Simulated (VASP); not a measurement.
Y:

```xyz
2
Lattice="3.6500 0.0000 0.0000 -1.8250 3.1610 0.0000 0.0000 0.0000 5.7341" Properties=species:S:1:pos:R:3 pbc="T T T"
Y     0.0000    2.1073    4.3006
Y     1.8250    1.0537    1.4335
```

- Program: VASP 6.6.1
- Task: relaxation of cell and atoms
- Functional: PBEsol
- Potentials or basis: VASP PAW PBE potentials, release 64 (Y_sv)
- Cutoff: 500 eV
- k mesh: 14 × 14 × 8
- Occupations: gaussian, width 0.05 eV
- Spin: no spin polarisation

At the start: pressure -2.3 GPa; volume 33.08 Å³/atom.

Where does the relaxation end?

Over 6 steps the energy falls by 14.8 meV/atom and the volume is 31.23 Å³/atom (-5.6 %); space group P6_3/mmc (No. 194, to 0.1 Å) before and after.

The path:
| step | energy change (eV) | largest force (eV/Å) | pressure (GPa) | volume (Å³) |
| --- | --- | --- | --- | --- |
| 1 | 0.0000 | 0.0000 | -2.29 | 66.16 |
| 2 | -0.0285 | 0.0000 | 0.44 | 61.74 |
| 3 | -0.0293 | 0.0000 | 0.04 | 62.32 |
| 4 | -0.0293 | 0.0000 | -0.01 | 62.40 |
| 5 | -0.0296 | 0.0000 | -0.03 | 62.43 |
| 6 | -0.0297 | 0.0000 | -0.04 | 62.45 |

Final structure:
```
CELL_PARAMETERS angstrom
3.59755 0.00000 0.00000
-1.79877 3.11557 0.00000
0.00000 0.00000 5.57194
ATOMIC_POSITIONS crystal
Y 0.33333 0.66667 0.75000
Y 0.66667 0.33333 0.25000
```

Caveat: the PAW data sets were made with another functional, which shifts forces and pressure a little.
